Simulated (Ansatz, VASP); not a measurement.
**One calculation of InSb, two programs**

The input INCAR:

```
SYSTEM = InSb
PREC     = Accurate       ! precision mode
ENCUT    = 520            ! plane-wave cutoff, eV
EDIFF    = 1E-8           ! SCF threshold, eV
ISMEAR   = -1             ! smearing method
SIGMA    = 0.08           ! smearing width, eV
LREAL    = .FALSE.        ! projectors in reciprocal space
LASPH    = .TRUE.         ! aspherical terms in the spheres
NELM     = 80             ! most SCF steps
ALGO     = Normal         ! electronic algorithm
ISIF     = 2              ! what is computed and relaxed
LWAVE    = .FALSE.        ! write WAVECAR
LCHARG   = .FALSE.        ! write CHGCAR
GGA      = PE             ! functional
LEFG     = .TRUE.       
NBANDS   = 26             ! bands
```

KPOINTS

```
Automatic mesh
0
G
  6 6 11
  0 0 0
```

The input POSCAR:

```
InSb
1.0
    5.4641400000      0.0000000000      0.0000000000
    0.0000000000      5.8262400000      0.0000000000
    0.0000000000      0.0000000000      3.0630000000
In Sb
2 2
Direct
    0.0000000000      0.0000000000      0.0000000000
    0.5000000000      0.5000000000      0.0000000000
    0.5000000000      0.0000000000      0.8350000000
    0.0000000000      0.5000000000      0.1650000000
```

Input for Ansatz:

```yaml
crystal:
  lattice:
    - [5.46414, 0.0, 0.0]
    - [0.0, 5.82624, 0.0]
    - [0.0, 0.0, 3.063]
  atoms:
    - { symbol: In, position: [0.0, 0.0, 0.0] }
    - { symbol: In, position: [0.5, 0.5, 0.0] }
    - { symbol: Sb, position: [0.5, 0.0, 0.835] }
    - { symbol: Sb, position: [0.0, 0.5, 0.165] }
kpoints:
  mp_grid: { grid: [6, 6, 11] }
scf:
  occupations: { method: fermi_dirac, width: 0.08 }
hamiltonian:
  xc: pbe
  pseudopotentials: { kind: paw }
output:
  forces: true
  stress: true
  eigenvalues: true
  efg: { contact_densities: true }
  write_density: true
  write_potential: true
  elf: true
  volumetric_format: npy
```

Change from the starting cell: equal xx and yy strain of +2 %, PAW files.

Alike in both runs: task electric field gradients; functional PBE; k mesh 6 × 6 × 11; occupations fermi-dirac, width 0.08 eV; no spin polarisation.

```csv
,VASP,Ansatz
version,VASP 6.6.1,Ansatz 0.2.0
potentials or method,"VASP PAW PBE potentials, release 64 (In_d, Sb)","PAW with Ansatz's default frozen-core files, scalar-relativistic"
plane-wave cutoff (eV),520,420
valence electrons in the cell,36,56
```

```csv
,VASP,Ansatz,Ansatz less VASP
pressure (GPa),13.0,13.0,0.00
"traceless stress, the component that is largest in VASP (GPa)",9.21,9.24,+0.022
rms of the force components (eV/Å),0.247,0.246,-0.0004
size of Vzz on the site where it differs most (V/Å²),71.6,65.6,-6.02
```

Atom by atom the forces differ by 0.001 eV/Å (rms over components). The functional is the same, so the differences come from potentials, cutoffs and numerics. VASP's potentials hold 36 valence electrons a cell and Ansatz's 56, so a difference there can come from the potentials and not from the codes.

Spin-orbit coupling is off throughout.
